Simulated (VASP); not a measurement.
Set up this calculation in VASP 6.6.1, as the native input.

* Task: single point
* Functional: LDA
* Potentials or basis: VASP PAW LDA potentials, release 64 (Os_sv_GW)
* Cutoff: 560 eV
* k mesh: 21 × 21 × 21
* Occupations: gaussian, width 0.05 eV
* Spin: no spin polarisation
* Dipole correction: no
* Further INCAR settings: ALGO = Normal; EDIFF = 1e-06; NBANDS = 14

The structure of Os lies in POSCAR:

```
Os
1.0
    0.0000000000      1.8639775180      1.8639775180
    1.8639775180      0.0000000000      1.8639775180
    1.8639775180      1.8639775180      0.0000000000
Os
1
Direct
    0.0000000000      0.0000000000      0.0000000000
```

This isn't the form of Os at room conditions, which is hcp.

The input as run:

INCAR

```
SYSTEM = Os
PREC = Accurate
ENCUT = 560
EDIFF = 1E-6
ISMEAR = 0
SIGMA = 0.05
LREAL = .False.
LASPH = .True.
NELM = 120
ALGO = Normal
ISIF = 2
LWAVE = .False.
LCHARG = .False.
GGA = CA
NBANDS = 14
GGA_COMPAT = .False.
```

KPOINTS

```
regular mesh
0
Gamma
  21 21 21
  0 0 0
```

Potentials or basis: VASP PAW LDA potentials, release 64 (Os_sv_GW).

Launch:

```bash
$ cat potpaw_LDA.64/Os_sv_GW/POTCAR > POTCAR
$ mpirun -np 1 vasp_std > vasp.out
```

Results of the run:

- Pressure: 31.0 GPa
- Band gap on the k mesh: zero (bands 8 and 9 overlap by 4.67 eV)

Caveat: the cell stands under pressure; spin-orbit coupling is left out, which moves the levels of the heavy elements.

Wall time 26 s on 1 thread of Intel(R) Xeon(R) Platinum 8488C (Sapphire Rapids), on a shared host, peak memory 0.17 GiB.
